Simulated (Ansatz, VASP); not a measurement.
## Te2Mo: VASP beside Ansatz

```
Te Mo
1.0
     3.36255    0.00000    0.00000
    -1.68128    2.91206    0.00000
     0.00000    0.00000   16.99422
Te Mo
2 1
Direct
  0.33333 0.66667 0.89189
  0.33333 0.66667 0.10811
  0.00000 0.00000 0.00000
```

Alike in both runs: task single point; functional LDA; k mesh 12 × 12 × 2; occupations gaussian, width 0.02 eV; no spin polarisation.

```csv
,VASP,Ansatz
version,VASP 6.6.1,Ansatz 0.2.0
potentials or method,"VASP PAW LDA potentials, release 64 (Te, Mo_sv), cutoff 520 eV","scalar-relativistic, plane waves, PAW"
valence electrons in the cell,26,46
```

|  | VASP | Ansatz | Ansatz less VASP |
| --- | --- | --- | --- |
| gap on the k mesh at the Fermi level (eV) | 1.05 | 1.05 | +0.005 |
| least direct gap on the mesh (eV) | 1.49 | 1.49 | -0.001 |
| rms of the force components (eV/Å) | 0.028 | 0.000 | -0.0276 |

LDA's correlation is that of Perdew and Zunger in VASP and of Perdew and Wang (1992) in Ansatz. Atom by atom the forces differ by 0.028 eV/Å (rms over components). VASP's potentials hold 26 valence electrons a cell and Ansatz's 46, so a difference there can come from the potentials and not from the codes.

Neither program's run includes spin-orbit coupling.
